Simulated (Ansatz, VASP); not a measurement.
## Two plane-wave programs on PbO

```xyz
4
Lattice="4.1158 0.0000 0.0000 0.0000 4.1158 0.0000 0.0000 0.0000 5.0501" Properties=species:S:1:pos:R:3 pbc="T T T"
Pb    0.0000    2.0579    0.8317
Pb    2.0579    0.0000    4.2183
O     0.0000    0.0000    0.0000
O     2.0579    2.0579    0.0000
```

Alike in both runs: task single point; functional PBEsol; k mesh 8 × 8 × 6; occupations gaussian, width 0.02 eV; no spin polarisation.

|  | VASP | Ansatz |
| --- | --- | --- |
| version | VASP 6.6.1 | Ansatz 0.2.0 |
| potentials or method | VASP PAW PBE potentials, release 64 (Pb_d, O), cutoff 520 eV | scalar-relativistic, plane waves, PAW |
| valence electrons in the cell | 40 | 40 |

Ansatz gave:

```
gap on the k mesh at the Fermi level (eV)                     : 0.74
least direct gap on the mesh (eV)                             : 1.44
pressure (GPa)                                                : 15.1
traceless stress, the component that is largest in VASP (GPa) : -4.18
rms of the force components (eV/Å)                            : 1.614
```

Problem. What did VASP give for the same quantities?

Solution. gap on the k mesh at the Fermi level (eV): 0.72; least direct gap on the mesh (eV): 1.44; pressure (GPa): 15.3; traceless stress, the component that is largest in VASP (GPa): -4.37; rms of the force components (eV/Å): 1.633.

VASP's potentials were made for PBE, not for PBEsol. Atom by atom the forces differ by 0.019 eV/Å (rms over components). The functional is the same, so the differences come from potentials, cutoffs and numerics.

Neither program's run includes spin-orbit coupling.
